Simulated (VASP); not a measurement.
A run of VASP 6.6.1 is set up as follows.

The input INCAR:

```
PREC = Accurate
ENCUT = 520
EDIFF = 1E-6
ISMEAR = 0
SIGMA = 0.05
LREAL = False
LASPH = True
NELM = 60
ALGO = Normal
ISIF = 2
LWAVE = False
LCHARG = False
GGA = PE
NBANDS = 16
```

The input KPOINTS:

```
regular mesh
0
Gamma
  9 9 6
```

POSCAR

```
AlN
1.0
    3.2514927771      0.0000000000      0.0000000000
   -1.6257463886      2.8158753452      0.0000000000
    0.0000000000      0.0000000000      4.0009618622
Al N
2 2
Direct
    0.3333333333      0.6666666667      0.7500000000
    0.6666666667      0.3333333333      0.2500000000
    0.3333333333      0.6666666667      0.2500000000
    0.6666666667      0.3333333333      0.7500000000
```

Potentials or basis: VASP PAW PBE potentials, release 64 (Al, N).

Command:

```sh
$ cat potpaw_PBE.64/Al/POTCAR potpaw_PBE.64/N/POTCAR > POTCAR
$ mpirun -np 1 vasp_std > vasp.out
```

Estimate the band gap on the k mesh.

3.94 eV, direct.

What does it give for the pressure?

19.6 GPa.

Stress tensor (GPa, compression positive):
```
18.12  0.00  0.00
 0.00 18.12  0.00
 0.00  0.00 22.43
```

 A k mesh can miss the band edges.
